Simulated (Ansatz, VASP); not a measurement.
## Na in VASP and in Ansatz

```
CELL_PARAMETERS angstrom
-2.12453 2.12453 2.12453
2.12453 -2.12453 2.12453
2.12453 2.12453 -2.12453
ATOMIC_POSITIONS crystal
Na 0.00000 0.00000 0.00000
```

Change from the starting cell: volume scaled by 1.01, PAW files.

Alike in both runs: task electric field gradients; functional PBEsol; k mesh 11 × 11 × 11; occupations fermi-dirac, width 0.03 eV; no spin polarisation.

|  | VASP | Ansatz |
| --- | --- | --- |
| version | VASP 6.6.1 | Ansatz 0.2.0 |
| potentials or method | VASP PAW PBE potentials, release 64 (Na_pv) | PAW with Ansatz's default frozen-core files, scalar-relativistic |
| plane-wave cutoff (eV) | 520 | 420 |
| valence electrons in the cell | 7 | 9 |

```tsv
	VASP	Ansatz	Ansatz less VASP
pressure (GPa)	-0.4	-0.4	0.00
```

VASP's potentials were made for PBE, not for PBEsol. VASP's potentials hold 7 valence electrons a cell and Ansatz's 9, so a difference there can come from the potentials and not from the codes.
